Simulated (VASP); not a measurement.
# TiMoSe4 (P6/mmm) in VASP: a series of runs

Runs on TiMoSe4. Level: PBE. Tasks: single point, relaxation of cell and atoms.

All numbers are computed with VASP 6.6.1; they aren't measurements. Logs are shortened: lines on timing, memory, paths and dates and some standing lists are left out, and cuts for length are marked.

### Step 1. The cell of the first run

Symmetry: P6/mmm, No. 191, hexagonal system. The conventional cell has a = 4.920 Å, b = 4.920 Å, c = 5.386 Å, α = 90.00°, β = 90.00°, γ = 120.00°. Within 3.6 Å of Ti (site symmetry 6/mmm) lie 2 Mo at 2.69 Å and 6 Se at 2.84 Å. Within 3.6 Å of Mo (site symmetry 6/mmm) lie 2 Ti at 2.69 Å and 6 Se at 2.84 Å. Within 3.6 Å of Se (site symmetry -6m2) lie 5 Se at 2.69 to 2.84 Å and 3 Mo at 2.84 Å. Se (site symmetry -6m2) has 5 Se at 2.69 to 2.84 Å and 3 Ti at 2.84 Å within 3.6 Å.

### Step 2. Single point, PBE, collinear spin, ferromagnetic start

Contents of INCAR:

```
ALGO = Normal ; EDIFF = 1E-6
ENCUT = 520 ; GGA = PE
ISIF = 2 ; ISMEAR = 0
ISPIN = 2 ; LASPH = True
LCHARG = False ; LMAXMIX = 4
LORBIT = 11 ; LREAL = False
LWAVE = False ; MAGMOM = 1 1 0 0 0 0
NBANDS = 38 ; NELM = 150
PREC = Accurate ; SIGMA = 0.15
```

Contents of KPOINTS:

```
k-points
0
Gamma
  2 2 3
```

Contents of POSCAR:

```
TiMoSe4
1.0
    4.9198945967      0.0000000000      0.0000000000
   -2.4599472984      4.2607537047      0.0000000000
    0.0000000000      0.0000000000      5.3861701649
Ti Mo Se
1 1 4
Direct
    0.0000000000      0.0000000000      0.5000000000
    0.0000000000      0.0000000000      0.0000000000
    0.3333333333      0.6666666667      0.0000000000
    0.6666666667      0.3333333333      0.0000000000
    0.3333333333      0.6666666667      0.5000000000
    0.6666666667      0.3333333333      0.5000000000
```

Potentials or basis: VASP PAW PBE potentials, release 64 (Ti_sv, Mo_sv, Se).

Command:

```
$ cat potpaw_PBE.64/Ti_sv/POTCAR potpaw_PBE.64/Mo_sv/POTCAR potpaw_PBE.64/Se/POTCAR > POTCAR
$ mpirun -np 1 vasp_std > vasp.out
```

OUTCAR:

```text
EDIFF = 1E-6
   ENCUT = 520
   GGA = PE
   ISIF = 2
   ISMEAR = 0
   ISPIN = 2
   LASPH = True
   LORBIT = 11
   LREAL = False
   NELM = 150
   PREC = Accurate

 ion  position               nearest neighbor table
   1  0.000  0.000  0.500-   2 2.69   2 2.69   6 2.84   5 2.84   6 2.84   5 2.84   6 2.84   5 2.84

   2  0.000  0.000  0.000-   1 2.69   1 2.69   4 2.84   3 2.84   4 2.84   3 2.84   4 2.84   3 2.84

   3  0.333  0.667  0.000-   5 2.69   5 2.69   2 2.84   2 2.84   2 2.84
   4  0.667  0.333  0.000-   6 2.69   6 2.69   2 2.84   2 2.84   2 2.84
   5  0.333  0.667  0.500-   3 2.69   3 2.69   1 2.84   1 2.84   1 2.84
   6  0.667  0.333  0.500-   4 2.69   4 2.69   1 2.84   1 2.84   1 2.84

  LATTYP: Found a hexagonal cell.
 ALAT       =     4.9198945967
 C/A-ratio  =     1.0947734873

  Lattice vectors:

 A1 = (   4.9198945967,   0.0000000000,   0.0000000000)
 A2 = (  -2.4599472984,   4.2607537047,   0.0000000000)
 A3 = (   0.0000000000,   0.0000000000,   5.3861701649)

Analysis of symmetry for initial positions (statically):
=====================================================================
 Subroutine PRICEL returns:
 Original cell was already a primitive cell.

 Routine SETGRP: Setting up the symmetry group for a
 hexagonal supercell.

 Subroutine GETGRP returns: Found 24 space group operations
 (whereof 24 operations were pure point group operations)
 out of a pool of 24 trial point group operations.

The static configuration has the point symmetry D_6h.

Analysis of symmetry for dynamics (positions and initial velocities):
=====================================================================
 Subroutine PRICEL returns:
 Original cell was already a primitive cell.

 Routine SETGRP: Setting up the symmetry group for a
 hexagonal supercell.

 Subroutine GETGRP returns: Found 24 space group operations
 (whereof 24 operations were pure point group operations)
 out of a pool of 24 trial point group operations.

The dynamic configuration has the point symmetry D_6h.

Analysis of structural, dynamic, and magnetic symmetry:
=====================================================================
 Subroutine PRICEL returns:
 Original cell was already a primitive cell.

 Routine SETGRP: Setting up the symmetry group for a
 hexagonal supercell.

 Subroutine GETGRP returns: Found 24 space group operations
 (whereof 24 operations were pure point group operations)
 out of a pool of 24 trial point group operations.

The overall configuration has the point symmetry D_6h.

 Subroutine INISYM returns: Found 24 space group operations
 (whereof 24 operations are pure point group operations),
 and found     1 'primitive' translations

----------------------------------------------------------------------------------------

                                     Primitive cell

  volume of cell :     112.9074

  direct lattice vectors                    reciprocal lattice vectors
     4.919894597  0.000000000  0.000000000     0.203256387  0.117350130  0.000000000
    -2.459947298  4.260753705  0.000000000     0.000000000  0.234700259  0.000000000
     0.000000000  0.000000000  5.386170165     0.000000000  0.000000000  0.185660677

  length of vectors
     4.919894597  4.919894597  5.386170165     0.234700259  0.234700259  0.185660677

  position of ions in fractional coordinates (direct lattice)
     0.000000000  0.000000000  0.500000000
     0.000000000  0.000000000  0.000000000
     0.333333333  0.666666667  0.000000000
     0.666666667  0.333333333  0.000000000
     0.333333333  0.666666667  0.500000000
     0.666666667  0.333333333  0.500000000

  ion indices of the primitive-cell ions
   primitive index   ion index
                 1           1
                 2           2
                 3           3
                 4           4
                 5           5
                 6           6

----------------------------------------------------------------------------------------

 KPOINTS: k-points
[... 24 lines left out ...]
            Coordinates               Weight
  0.000000  0.000000  0.000000      1.000000
  0.500000 -0.000000  0.000000      3.000000
  0.000000  0.000000  0.333333      2.000000
  0.500000 -0.000000  0.333333      6.000000
   k-points           NKPTS =      4   k-points in BZ     NKDIM =      4   number of bands    NBANDS=     38
   number of dos      NEDOS =    301   number of ions     NIONS =      6
   total plane-waves  NPLWV =  64000
   dimension x,y,z NGX =    40 NGY =   40 NGZ =   40
   dimension x,y,z NGXF=    80 NGYF=   80 NGZF=   80
   ions per type =               1   1   4
   NGX,Y,Z   is equivalent  to a cutoff of  13.52, 13.52, 12.35 a.u.
   NGXF,Y,Z  is equivalent  to a cutoff of  27.03, 27.03, 24.69 a.u.
 SYSTEM =  unknown system
   PREC   = accura    normal or accurate (medium, high low for compatibility)
   ISTART =      0    job   : 0-new  1-cont  2-samecut
   ICHARG =      2    charge: 1-file 2-atom 10-const
   ISPIN  =      2    spin polarized calculation?
   LNONCOLLINEAR =      F non collinear calculations
   LSORBIT =      F    spin-orbit coupling
   LASPH  =      T    aspherical Exc in radial PAW
   ENCUT  =  520.0 eV  38.22 Ry    6.18 a.u.   9.15  9.15 10.01*2*pi/ulx,y,z
   NELM   =    150;   NELMIN=  2; NELMDL= -5     # of ELM steps
   EDIFF  = 0.1E-05   stopping-criterion for ELM
   LREAL  =      F    real-space projection
   EDIFFG = 0.1E-04   stopping-criterion for IOM
   NSW    =      0    number of steps for IOM
   IBRION =     -1    ionic relax: 0-MD 1-quasi-New 2-CG
   NFREE  =      0    steps in history (QN), initial steepest desc. (CG)
   ISIF   =      2    stress and relaxation
   ISYM   =      2    0-nonsym 1-usesym 2-fastsym
   POTIM  = 0.5000    time-step for ionic-motion
   TEBEG  =    0.0;   TEEND  =   0.0 temperature during run
   PSTRESS=    0.0 pullay stress
   NELECT =      50.0000    total number of electrons
   NUPDOWN=      -1.0000    fix difference up-down
   EMIN   =  10.00;   EMAX   =-10.00  energy-range for DOS
   EFERMI =   0.00;   METHOD = LEGACY
   ISMEAR =     0;   SIGMA  =   0.15  broadening in eV -4-tet -1-fermi 0-gaus
   EFERMI_NEDOS =   21; number of points for ismear=-14 and -15
   IALGO  =     38    algorithm
   IMIX   =      4    mixing-type and parameters
     AMIX     =   0.40;   BMIX     =  1.00
     AMIX_MAG =   1.60;   BMIX_MAG =  1.00
  volume/ion in A,a.u.               =      18.82       126.99
  Fermi-wavevector in a.u.,A,eV,Ry     =   1.247836  2.358068 21.185548  1.557094
  Thomas-Fermi vector in A             =   2.381950
   LORBIT       =     11    0 simple, 1 ext, 2 COOP (PROOUT), +10 PAW based schemes
   GGA     = PE    functional components
   LHFCALC =     F    Hartree Fock is set to
   AEXX    =    0.0000 exact exchange contribution
   IVDW    =     0    specifies the selected vdW correction
   LEPSILON=     F    determine dielectric tensor
   LRPA    =     F    only Hartree local field effects (RPA)
 spin polarized calculation
 Gauss-broadening in eV      SIGMA  =   0.15
  energy-cutoff  :      520.00
  volume of cell :      112.91
 maximum number of plane-waves:      3056
 NGX is ok and might be reduce to    40
   NGX = 19   NGY = 19   NGZ = 21

 number of electron      50.0000001 magnetization       0.8680960

 Free energy of the ion-electron system (eV)
  ---------------------------------------------------
  ext. energy  EPLUGINS =         0.00000000
  ---------------------------------------------------
  free energy    TOTEN  =       -31.19021584 eV

  energy without entropy =      -31.16482483  energy(sigma->0) =      -31.17752033

 E-fermi :   7.4350     XC(G=0): -11.1049

 val. band max:        7.3221796296   @ k =   0.0000   0.0000   0.0000
 cond. band min:       7.4770102125   @ k =   0.0000   0.0000   0.3333
 fundamental gap:      0.1548305830
 Fermi energy:         7.4350313073

 spin component 1

 k-point     1 :       0.0000    0.0000    0.0000
  band No.  band energies     occupation
      1     -53.6350      1.00000
      2     -49.7408      1.00000
      3     -27.8856      1.00000
      4     -27.8856      1.00000
      5     -27.6349      1.00000
      6     -26.0550      1.00000
[... 149 lines left out ...]
     36      11.6208      0.00000
     37      13.4649      0.00000
 Fermi energy:         7.4350313073

 spin component 2

 k-point     1 :       0.0000    0.0000    0.0000
  band No.  band energies     occupation
      1     -53.0596      1.00000
      2     -49.8607      1.00000
      3     -27.2609      1.00000
      4     -27.1432      1.00000
      5     -27.1432      1.00000
      6     -26.1390      1.00000
[... 149 lines left out ...]
     36      11.7903      0.00000
     37      13.5309      0.00000
 [bands above 37 left out]

------------------------ aborting loop because EDIFF is reached ----------------------------------------

  FORCE on cell =-STRESS in cart. coord.  units (eV):
  Direction    XX          YY          ZZ          XY          YZ          ZX
  --------------------------------------------------------------------------------------
  -------------------------------------------------------------------------------------
  Total        0.2286729      0.2286729      0.0086103     -0.0000000     -0.0000000     -0.0000000
  in kB        3.2449120      3.2449120      0.1221817     -0.0000000     -0.0000000     -0.0000000
  external PRESSURE =       2.2040019 kB  Pullay stress =       0.0000000 kB

 VOLUME and BASIS-vectors are now :
 -----------------------------------------------------------------------------
  energy-cutoff  :      520.00
  volume of cell :      112.91
      direct lattice vectors                 reciprocal lattice vectors
     4.919894597  0.000000000  0.000000000     0.203256387  0.117350130  0.000000000
    -2.459947298  4.260753705  0.000000000     0.000000000  0.234700259  0.000000000
     0.000000000  0.000000000  5.386170165     0.000000000  0.000000000  0.185660677

 POSITION                                       TOTAL-FORCE (eV/Angst)
 -----------------------------------------------------------------------------------
      0.00000      0.00000      2.69309        -0.000000      0.000000      0.000000
      0.00000      0.00000      0.00000        -0.000000      0.000000      0.000000
     -0.00000      2.84050      0.00000         0.000000     -0.000000      0.000000
      2.45995      1.42025      0.00000        -0.000000      0.000000     -0.000000
     -0.00000      2.84050      2.69309        -0.000000     -0.000000     -0.000000
      2.45995      1.42025      2.69309        -0.000000      0.000000      0.000000
 -----------------------------------------------------------------------------------
    total drift:                                0.000000     -0.000000      0.000000

  FREE ENERGIE OF THE ION-ELECTRON SYSTEM (eV)
  ---------------------------------------------------
  free  energy   TOTEN  =       -31.1902158416 eV

  energy  without entropy=      -31.1648248264  energy(sigma->0) =      -31.17752033

 total charge

# of ion       s       p       d       tot
------------------------------------------
    1        2.156   6.066   1.937  10.159
    2        2.239   6.059   3.983  12.281
    3        1.512   2.172   0.082   3.765
    4        1.512   2.172   0.082   3.765
    5        1.502   2.209   0.072   3.783
    6        1.502   2.209   0.072   3.783
--------------------------------------------------
tot         10.422  20.887   6.228  37.537

 magnetization (x)

# of ion       s       p       d       tot
------------------------------------------
    1       -0.004   0.001  -0.122  -0.124
    2        0.006   0.007   0.873   0.886
    3        0.009  -0.028   0.008  -0.011
    4        0.009  -0.028   0.008  -0.011
    5       -0.002   0.012   0.001   0.011
    6       -0.002   0.012   0.001   0.011
--------------------------------------------------
tot          0.017  -0.024   0.770   0.762
```

It took 40 s on 1 thread of AMD EPYC 9R45 (Zen 5), shared host; peak memory 0.25 GiB.

What came out:

```
Free energy                                           : -31.1902 eV
Pressure                                              : 0.2 GPa
Net moment                                            : 0.87 μB per cell
Site moments                                          : Ti -0.12; Mo +0.89; Se -0.01, +0.01 μB
Valence electrons inside the program's atomic spheres : Ti 10.16; Mo 12.28; Se 3.77, 3.78
```

Levels at points of the mesh, in eV from the Fermi level:
Spin up:
| k point | band 21 | band 22 | band 23 | band 24 | band 25 | band 26 | band 27 | band 28 | band 29 | band 30 |
| --- | --- | --- | --- | --- | --- | --- | --- | --- | --- | --- |
| (0.00, 0.00, 0.00) | -2.43 | -1.63 | -1.63 | -0.15 | -0.15 | 1.61 | 1.67 | 1.67 | 2.15 | 2.15 |
| (0.50, 0.00, 0.00) | -1.87 | -1.75 | -0.95 | -0.65 | -0.34 | 0.46 | 1.10 | 1.69 | 2.13 | 2.15 |
Spin down:
```
           k point  band 21  band 22  band 23  band 24  band 25  band 26  band 27  band 28
(0.00, 0.00, 0.00)    -2.30    -1.38    -1.38    -0.11    -0.11     1.88     2.06     2.06
(0.50, 0.00, 0.00)    -1.75    -1.64    -0.82    -0.38     0.25     0.46     1.22     1.75
```

Caveat: the k points lie up to 0.74 Å⁻¹ apart.

### Step 3. Relaxation of cell and atoms, PBE, collinear spin, ferromagnetic start

This run uses another cell than the first one, of 24.16 Å³/atom, 1.284 times its volume.

Contents of INCAR:

```
SYSTEM = TiMoSe4
PREC = Accurate ; ENCUT = 600
EDIFF = 1E-6 ; ISMEAR = 0
SIGMA = 0.15 ; LREAL = .False.
LASPH = .True. ; NELM = 150
ALGO = Normal ; ISIF = 3
LWAVE = .False. ; LCHARG = .False.
ISPIN = 2 ; MAGMOM = 1 1 0 0 0 0
LORBIT = 11 ; LMAXMIX = 4
GGA = PE ; IBRION = 2
NSW = 36 ; EDIFFG = -0.08
```

Contents of KPOINTS:

```
regular mesh
0
Gamma
  3 3 2
  0 0 0
```

Contents of POSCAR:

```
TiMoSe4
1.0
    4.3222572200      0.0000000000      0.0000000000
   -2.1611286100      3.7431845500      0.0000000000
    0.0000000000      0.0000000000      8.9588621300
Ti Mo Se
1 1 4
Direct
    0.0000000000      0.0000000000      0.0000000000
    0.0000000000      0.0000000000      0.5000000000
    0.3333333300      0.6666666700      0.3137771900
    0.3333333300      0.6666666700      0.6862228100
    0.6666666700      0.3333333300      0.6862228100
    0.6666666700      0.3333333300      0.3137771900
```

Potentials or basis: VASP PAW PBE potentials, release 64 (Ti_sv, Mo_sv, Se).

Command:

```
$ cat potpaw_PBE.64/Ti_sv/POTCAR potpaw_PBE.64/Mo_sv/POTCAR potpaw_PBE.64/Se/POTCAR > POTCAR
$ mpirun -np 1 vasp_std > vasp.out
```

Run time: 43 min. Hardware: 1 thread of Intel Xeon Platinum 8559C (Emerald Rapids), shared host; peak memory 0.4 GiB.

It converged, with:

```
Free energy                                           : -30.1138 eV
Relaxed volume                                        : 18.68 Å³/atom
Relaxed cell                                          : a = 4.807 Å, b = 4.807 Å, c = 5.601 Å, α = 90.00°, β = 90.00°, γ = 120.00°
Space group after relaxing (to 0.05 Å)                : P6/mmm (No. 191)
Energy gained by relaxing                             : 877.4 meV/atom
Ionic steps                                           : 19
Pressure after relaxing                               : -0.1 GPa
Largest force after relaxing                          : 0.044 eV/Å
Band gap on the k mesh                                : zero (filled and empty bands overlap)
Net moment                                            : 0.00 μB per cell
Valence electrons inside the program's atomic spheres : Ti 10.06; Mo 12.16; Se 3.74
```

Forces on the atoms (eV/Å):
```
Ti   0.000  0.000  0.000
Mo   0.000  0.000  0.000
Se   0.000  0.000  0.044
Se   0.000  0.000 -0.044
Se   0.000  0.000 -0.044
Se   0.000  0.000  0.044
```

Stress tensor (GPa, compression positive):
```
-0.14  0.00  0.00
 0.00 -0.14  0.00
 0.00  0.00  0.10
```

Step by step:
```tsv
step	energy change (eV)	largest force (eV/Å)	pressure (GPa)	volume (Å³)
1	0.0000	0.5294	2.07	144.95
2	-1.5054	0.0813	-5.96	150.28
3	-1.9363	0.6152	-4.01	152.15
4	-1.6282	1.5251	-5.61	153.02
5	-2.2404	4.7637	1.99	131.70
6	-2.3089	3.9359	-0.80	135.82
7	-2.9233	3.5192	-0.39	130.07
8	-3.3516	2.3661	7.77	113.40
9	-3.4876	2.8159	4.05	118.39
10	-4.4170	1.8551	-0.68	118.65
11	-5.0501	0.1377	-5.22	118.89
12	-5.1405	0.2359	-4.94	118.89
13	-5.1429	0.1890	-5.00	118.89
14	-5.1438	0.1488	-5.06	118.89
15	-5.2328	0.0148	-2.76	115.32
16	-5.2568	0.1078	-0.70	112.60
17	-5.2569	0.1174	-0.51	112.40
18	-5.2633	0.0689	-0.22	112.19
19	-5.2641	0.0439	-0.06	112.08
```

Final structure:
```
CELL_PARAMETERS angstrom
4.80706 0.00000 0.00000
-2.40353 4.16304 0.00000
0.00000 0.00000 5.60074
ATOMIC_POSITIONS crystal
Ti 0.00000 0.00000 0.00000
Mo 0.00000 0.00000 0.50000
Se 0.33333 0.66667 0.25216
Se 0.33333 0.66667 0.74784
Se 0.66667 0.33333 0.74784
Se 0.66667 0.33333 0.25216
```

Levels at points of the mesh, in eV from the Fermi level:
Spin up:
```
           k point  band 23  band 24  band 25  band 26  band 27  band 28
(0.00, 0.00, 0.00)    -2.57    -0.79    -0.79     1.05     1.18     1.18
(0.00, 0.00, 0.50)    -1.09    -0.88    -0.60     0.01     0.49     0.49
```
Spin down:
```csv
k point,band 22,band 23,band 24,band 25,band 26,band 27,band 28,band 29
"(0.00, 0.00, 0.00)",-2.88,-2.57,-0.79,-0.79,1.05,1.18,1.18,1.39
"(0.00, 0.00, 0.50)",-2.73,-1.09,-0.88,-0.60,0.01,0.49,0.49,0.81
```

Caveat: the k points lie up to 0.56 Å⁻¹ apart in the final cell; the volume moved by over 15 % at a fixed basis, so the end points are rough; the relaxation stopped at a loose force limit of 0.08 eV/Å, so its end isn't a converged minimum.

(Part 1 of 2 ends here.)
